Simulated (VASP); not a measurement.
# HfO2 in VASP: settings compared

Aim: see how the results for HfO2 move with the level of theory and the settings. Levels: revPBE+D3(BJ)+U, PBE+D4+U. Tasks: phonons, relaxation of the atoms.

All numbers are computed with VASP 6.6.1; they aren't measurements. Logs are shortened: lines on timing, memory, paths and dates and some standing lists are left out, and cuts for length are marked.

## 1. The cell of the first run

Symmetry: Fm-3m, No. 225, cubic system. Conventional cell: a = 5.115 Å, b = 5.115 Å, c = 5.115 Å, α = 90.00°, β = 90.00°, γ = 90.00°. Hf (site symmetry m-3m) has 8 O at 2.21 Å within 2.9 Å. Within 2.9 Å of O (site symmetry -43m) lie 4 Hf at 2.21 Å and 6 O at 2.56 Å.

## 2. Phonons, revPBE+D3(BJ)+U

Input file INCAR:

```
  PREC = Accurate
  ENCUT = 520
  EDIFF = 1E-8
  ISMEAR = 0
  SIGMA = 0.01
  LREAL = False
  LASPH = True
  NELM = 150
  ALGO = Normal
  ISIF = 2
  LWAVE = False
  LCHARG = False
  LMAXMIX = 4
  LDAU = True
  LDAUTYPE = 2
  LDAUL = 2 -1
  LDAUU = 1 0
  LDAUJ = 0 0
  LDAUPRINT = 1
  GGA = RE
  IVDW = 12
  NBANDS = 18
  IBRION = 6
  NFREE = 2
  POTIM = 0.015
  NSW = 1
```

Input file KPOINTS:

```
regular mesh
0
Gamma
  8 8 8
```

Input file POSCAR:

```
HfO2
1.0
    0.0000000000      2.5575000000      2.5575000000
    2.5575000000      0.0000000000      2.5575000000
    2.5575000000      2.5575000000      0.0000000000
Hf O
1 2
Direct
    0.0000000000      0.0000000000      0.0000000000
    0.7500000000      0.7500000000      0.7500000000
    0.2500000000      0.2500000000      0.2500000000
```

Potentials or basis: VASP PAW PBE potentials, release 64 (Hf_pv, O).

On the command line:

```
$ cat potpaw_PBE.64/Hf_pv/POTCAR potpaw_PBE.64/O/POTCAR > POTCAR
$ mpirun -np 1 vasp_std > vasp.out
```

OUTCAR:

```text
PREC = Accurate
   ENCUT = 520
   EDIFF = 1E-8
   ISMEAR = 0
   LREAL = False
   LASPH = True
   NELM = 150
   ISIF = 2
   GGA = RE
   IVDW = 12
   IBRION = 6
   NFREE = 2
   POTIM = 0.015
   NSW = 1
 IVDW          = 12

 ion  position               nearest neighbor table
   1  0.000  0.000  0.000-   2 2.21   2 2.21   2 2.21   2 2.21   3 2.21   3 2.21   3 2.21   3 2.21

   2  0.750  0.750  0.750-   1 2.21   1 2.21   1 2.21   1 2.21
   3  0.250  0.250  0.250-   1 2.21   1 2.21   1 2.21   1 2.21

  LATTYP: Found a face centered cubic cell.
 ALAT       =     5.1150000000

  Lattice vectors:

 A1 = (   0.0000000000,   2.5575000000,   2.5575000000)
 A2 = (   2.5575000000,   0.0000000000,   2.5575000000)
 A3 = (   2.5575000000,   2.5575000000,   0.0000000000)

Analysis of symmetry for initial positions (statically):
=====================================================================
 Subroutine PRICEL returns:
 Original cell was already a primitive cell.

 Routine SETGRP: Setting up the symmetry group for a
 face centered cubic supercell.

 Subroutine GETGRP returns: Found 48 space group operations
 (whereof 48 operations were pure point group operations)
 out of a pool of 48 trial point group operations.

The static configuration has the point symmetry O_h .

Analysis of symmetry for dynamics (positions and initial velocities):
=====================================================================
 Subroutine PRICEL returns:
 Original cell was already a primitive cell.

 Routine SETGRP: Setting up the symmetry group for a
 face centered cubic supercell.

 Subroutine GETGRP returns: Found 48 space group operations
 (whereof 48 operations were pure point group operations)
 out of a pool of 48 trial point group operations.

The dynamic configuration has the point symmetry O_h .

 Subroutine INISYM returns: Found 48 space group operations
[... 340 lines left out ...]
  o =  0.1785  v =  0.0000  0.0000  0.0000  0.0000  0.0000 -0.7071  0.0000 -0.0000 -0.7071 -0.0000      0.0000  0.0000  0.0000  0.0000  0.0000  0.0000  0.0000  0.0000  0.0000  0.0000
  o =  0.1785  v = -0.7071  0.0000 -0.0000 -0.7071 -0.0000  0.0000  0.0000  0.0000  0.0000  0.0000      0.0000  0.0000  0.0000  0.0000  0.0000  0.0000  0.0000  0.0000  0.0000  0.0000
  o =  0.1800  v =  0.0000  0.0000  0.0000  0.0000  0.0000  0.0000 -1.0000  0.0023  0.0000 -0.0041      0.0000  0.0000  0.0000  0.0000  0.0000  0.0000  0.0000  0.0000  0.0000  0.0000
  o =  0.1800  v =  0.0000 -1.0000  0.0023  0.0000 -0.0041  0.0000  0.0000  0.0000  0.0000  0.0000      0.0000  0.0000  0.0000  0.0000  0.0000  0.0000  0.0000  0.0000  0.0000  0.0000
  o =  0.1814  v = -0.7071  0.0000  0.0000  0.7071  0.0000  0.0000  0.0000  0.0000  0.0000  0.0000      0.0000  0.0000  0.0000  0.0000  0.0000  0.0000  0.0000  0.0000  0.0000  0.0000
  o =  0.1814  v =  0.0000  0.0000  0.0000  0.0000  0.0000 -0.7071  0.0000  0.0000  0.7071  0.0000      0.0000  0.0000  0.0000  0.0000  0.0000  0.0000  0.0000  0.0000  0.0000  0.0000

--------------------------------------- Ionic step        5  -------------------------------------------

 number of electron      21.9999994 magnetization

 Free energy of the ion-electron system (eV)
  ---------------------------------------------------
  ext. energy  EPLUGINS =         0.00000000
  ---------------------------------------------------
  free energy    TOTEN  =       -28.52967528 eV

  energy without entropy =      -28.52967528  energy(sigma->0) =      -28.52967528

 E-fermi :   4.3480     XC(G=0): -11.5506

 val. band max:        4.2315878540   @ k =   0.0000   0.5000   0.5000
 cond. band min:       8.1681800150   @ k =   0.0000   0.5000   0.5000
 fundamental gap:      3.9365921610
 Fermi energy:         4.3480171999

 k-point     1 :       0.0000    0.0000    0.0000
  band No.  band energies     occupation
      1     -25.7974      2.00000
      2     -25.7945      2.00000
      3     -25.7915      2.00000
      4     -14.4068      2.00000
      5     -11.5198      2.00000
      6      -0.9088      2.00000
[... 481 lines left out ...]
      5     -12.3897      2.00000
      6      -0.4363      2.00000
[... 10 lines left out ...]
     17      15.1948      0.00000
     18      16.9668      0.00000

 [... further k-points ...]

------------------------ aborting loop because EDIFF is reached ----------------------------------------

 Edisp (eV)   -1.30989

 E8    (eV) :    -0.9021
[... 26 lines left out ...]
  FREE ENERGIE OF THE ION-ELECTRON SYSTEM (eV)
  ---------------------------------------------------
  free  energy   TOTEN  =       -29.8395644339 eV

  energy  without entropy=      -29.8395644339  energy(sigma->0) =      -29.83956443

 INTERNAL STRAIN TENSORS FROM DISPLACED ATOMS
 ============================================

 INTERNAL STRAIN TENSOR FOR ION    1 for displacements in x,y,z  (eV/Angst):
          X           Y           Z          XY          YZ          ZX
  --------------------------------------------------------------------------------
  x     0.00000     0.00000     0.00000     0.00000     0.00000     0.00000
  y     0.00000     0.00000     0.00000     0.00000     0.00000     0.00000
  z     0.00000     0.00000     0.00000     0.00000     0.00000     0.00000

 INTERNAL STRAIN TENSOR FOR ION    3 for displacements in x,y,z  (eV/Angst):
          X           Y           Z          XY          YZ          ZX
  --------------------------------------------------------------------------------
  x     0.00000     0.00000     0.00000     0.00000    -6.24384     0.00000
  y     0.00000    -0.00000     0.00000     0.00000     0.00000    -6.24384
  z     0.00000     0.00000    -0.00000    -6.24384     0.00000     0.00000

 Eigenvectors and eigenvalues of the dynamical matrix
 ----------------------------------------------------

   1 f  =   16.800623 THz   105.561429 2PiTHz  560.408469 cm-1    69.481764 meV
             X         Y         Z           dx          dy          dz
      0.000000  0.000000  0.000000    -0.000000   -0.000000   -0.000000
      3.836250  3.836250  3.836250     0.663170    0.245368   -0.000000
      1.278750  1.278750  1.278750    -0.663170   -0.245368    0.000000
[... 43 lines left out ...]
   9 f/i=    0.005886 THz     0.036986 2PiTHz    0.196352 cm-1     0.024345 meV
             X         Y         Z           dx          dy          dz
      0.000000  0.000000  0.000000     0.899880    0.120410   -0.151934
      3.836250  3.836250  3.836250     0.270059    0.036136   -0.045596
      1.278750  1.278750  1.278750     0.270059    0.036136   -0.045596

 ELASTIC MODULI CONTR FROM IONIC RELAXATION (kBar)
 Direction    XX          YY          ZZ          XY          YZ          ZX
 --------------------------------------------------------------------------------
 XX          -0.0000      0.0000     -0.0000      0.0000      0.0000      0.0000
 YY           0.0000     -0.0000      0.0000      0.0000      0.0000     -0.0000
 ZZ          -0.0000      0.0000     -0.0000     -0.0000      0.0000      0.0000
 XY           0.0000      0.0000     -0.0000   -202.0682      0.0000      0.0000
 YZ           0.0000      0.0000      0.0000      0.0000   -202.0682      0.0000
 ZX           0.0000     -0.0000      0.0000      0.0000      0.0000   -202.0682
 --------------------------------------------------------------------------------
```

OSZICAR:

```text
N       E                     dE             d eps       ncg     rms          rms(c)
DAV:   1     0.925621593026E+02    0.92562E+02   -0.12854E+04  1044   0.121E+03
DAV:   2    -0.302325540589E+02   -0.12279E+03   -0.11955E+03  1326   0.289E+02
DAV:   3    -0.344626038446E+02   -0.42300E+01   -0.42161E+01  1206   0.465E+01
DAV:   4    -0.344854465845E+02   -0.22843E-01   -0.22838E-01  1272   0.390E+00
[... 49 lines left out ...]
DAV:   4    -0.285296791352E+02   -0.32386E-04   -0.36564E-04  3914   0.134E-01    0.486E-02
DAV:   5    -0.285296761769E+02    0.29583E-05   -0.92760E-06  4020   0.264E-02    0.201E-02
DAV:   6    -0.285296752497E+02    0.92715E-06   -0.53001E-06  3734   0.201E-02    0.671E-03
DAV:   7    -0.285296752714E+02   -0.21625E-07   -0.80941E-07  3758   0.695E-03    0.224E-03
DAV:   8    -0.285296752800E+02   -0.86745E-08   -0.25988E-08  3854   0.134E-03
   5 F= -.29839564E+02 E0= -.29839564E+02  d E =-.337663E-63
```

It took 78 s on 1 thread of Intel Xeon Platinum 8559C (Emerald Rapids), shared host; peak memory 0.24 GiB.

Results:

* Highest phonon frequency at Γ, LO-TO splitting left out: 560 cm⁻¹
* Dispersion energy per atom: -0.437 eV

Phonon frequencies in cm⁻¹ (negative: imaginary):
| q point | frequencies |
| --- | --- |
| (0.000, 0.000, 0.000) | 0 0 0 232 232 232 560 560 560 |

Eigenvalues of the final occupation matrices:
```csv
site,spin,trace,eigenvalues
site 1 d,1,0.66,0.06 0.06 0.18 0.18 0.18
site 1 d,2,0.66,0.06 0.06 0.18 0.18 0.18
```

Caveat: the cell stands under pressure or tension, which shifts response properties; the PAW data sets were made with another functional, which shifts forces and pressure a little; spin-orbit coupling is left out, which moves the levels of the heavy elements.

## 3. Relaxation of the atoms, PBE+D4+U, collinear spin, zero start (the cell strained at random)

Input file INCAR:

```
PREC     = Accurate       # precision mode
ENCUT    = 520            # plane-wave cutoff, eV
EDIFF    = 1E-7           # SCF threshold, eV
ISMEAR   = -1             # smearing method
SIGMA    = 0.1            # smearing width, eV
LREAL    = F              # projectors in reciprocal space
LASPH    = T              # aspherical terms in the spheres
NELM     = 150            # most SCF steps
ALGO     = Normal         # electronic algorithm
ISIF     = 2              # what is computed and relaxed
LWAVE    = F              # write WAVECAR
LCHARG   = F              # write CHGCAR
ISPIN    = 2              # spin polarisation
MAGMOM   = 0 0 0          # initial moments
LORBIT   = 11             # projections on sites
LMAXMIX  = 4              # l up to which the mixer works
LDAU     = T              # DFT+U
LDAUTYPE = 2            
LDAUL    = 2 -1           # shell
LDAUU    = 3.5 0          # U, eV
LDAUJ    = 0 0          
LDAUPRINT= 1            
GGA      = PE             # functional
IVDW     = 13             # dispersion correction
IBRION   = 2              # ionic algorithm
NSW      = 80             # ionic steps
EDIFFG   = -0.01          # ionic threshold
KPAR     = 4
```

Input file KPOINTS:

```
regular mesh
0
Gamma
  7 7 7
```

Input file POSCAR:

```
HfO2
1.0
    0.0449250000      2.5608900000      2.5949780000
    2.5960040000      0.0499640000      2.5899380000
    2.5953180000      2.5551650000      0.0506490000
Hf O
1 2
Direct
    0.0000000000      0.0000000000      0.0000000000
    0.7500000000      0.7500000000      0.7500000000
    0.2500000000      0.2500000000      0.2500000000
```

Potentials or basis: VASP PAW PBE potentials, release 64 (Hf_pv, O).

On the command line:

```
$ cat potpaw_PBE.64/Hf_pv/POTCAR potpaw_PBE.64/O/POTCAR > POTCAR
$ mpirun -np 4 vasp_std > vasp.out
```

Wall time 70 s (4 MPI ranks of Intel Xeon Platinum 8559C (Emerald Rapids), shared host); peak memory 0.26 GiB.

It converged, with:

- Free energy: -28.8733 eV
- Energy gained by relaxing: 0.8 meV/atom
- Ionic steps: 3
- Pressure after relaxing: 0.2 GPa
- Largest force after relaxing: 0.008 eV/Å
- Band gap on the k mesh: 4.25 eV (least direct gap 4.40 eV)
- Net moment: 0.00 μB per cell
- Valence electrons inside the program's atomic spheres: Hf 8.06; O 5.12
- Dispersion energy per atom: -0.189 eV

Forces in eV/Å, atoms in the order of the input:
```
Hf   0.000  0.000  0.000
O    0.003 -0.007  0.003
O   -0.003  0.007 -0.003
```

Stress tensor (GPa, compression positive):
```
-2.53 -1.24 -1.25
-1.24  4.54 -1.58
-1.25 -1.58 -1.45
```

The path:
| step | energy change (eV) | largest force (eV/Å) | pressure (GPa) |
| --- | --- | --- | --- |
| 1 | 0.0000 | 0.2057 | 0.33 |
| 2 | -0.0023 | 0.0232 | 0.20 |
| 3 | -0.0023 | 0.0082 | 0.19 |

Final structure:
```
Hf O
1.0
     0.04492    2.56089    2.59498
     2.59600    0.04996    2.58994
     2.59532    2.55517    0.05065
Hf O
1 2
Direct
  0.00000 0.00000 0.00000
  0.75081 0.75132 0.75154
  0.24919 0.24868 0.24846
```

Levels at points of the mesh, in eV from the valence-band top:
Spin up:
| k point | band 9 | band 10 | band 11 | band 12 | band 13 | band 14 |
| --- | --- | --- | --- | --- | --- | --- |
| (0.00, 0.00, 0.00) | -0.72 | -0.67 | -0.49 | 4.54 | 4.67 | 5.46 |
Spin down:
| k point | band 8 | band 9 | band 10 | band 11 | band 12 | band 13 | band 14 | band 15 |
| --- | --- | --- | --- | --- | --- | --- | --- | --- |
| (0.00, 0.00, 0.00) | -4.99 | -0.72 | -0.67 | -0.49 | 4.54 | 4.67 | 5.46 | 10.40 |

Eigenvalues of the final occupation matrices:
```tsv
site	spin	trace	eigenvalues
site 1 d	1	0.62	0.05 0.05 0.16 0.17 0.18
site 1 d	2	0.62	0.05 0.05 0.16 0.17 0.18
```

Caveat: the cell differs from its parent crystal (the cell strained at random); spin-orbit coupling is left out, which moves the levels of the heavy elements. A k mesh can miss the band edges.
